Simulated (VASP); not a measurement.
## BiTe: single point with PBEsol

BiTe:

```
Bi Te
1.0
     0.00000    3.23500    3.23500
     3.23500    0.00000    3.23500
     3.23500    3.23500    0.00000
Bi Te
1 1
Direct
  0.00000 0.00000 0.00000
  0.50000 0.50000 0.50000
```

```yaml
Program: VASP 6.6.1
Task: single point
Functional: PBEsol
Potentials_or_basis: VASP PAW PBE potentials, release 64 (Bi_d, Te)
Cutoff: 500 eV
k_mesh: 4 × 4 × 4
Occupations: gaussian, width 0.1 eV
Spin: no spin polarisation
Dipole_correction: no
Further_INCAR_settings: ALGO = Normal; EDIFF = 1e-06; NBANDS = 18
```

```
Pressure : -1.8 GPa
```

Levels at points of the mesh, in eV from the Fermi level:
```
           k point  band 8  band 9  band 10  band 11  band 12  band 13
(0.00, 0.00, 0.00)   -2.49   -2.49    -2.49     2.19     2.19     2.19
(0.50, 0.00, 0.00)   -1.87   -1.87    -1.57    -0.82    -0.59    -0.59
(0.50, 0.50, 0.00)   -5.64   -3.98    -3.98     2.21     3.63     3.63
```

Wall time 6.6 s on 1 thread of AMD EPYC 9R45 (Zen 5), on a shared host, peak memory 0.17 GiB.

Caveat: the k points lie up to 0.42 Å⁻¹ apart; the PAW data sets were made with another functional, which shifts forces and pressure a little; spin-orbit coupling is left out, which moves the levels of the heavy elements.
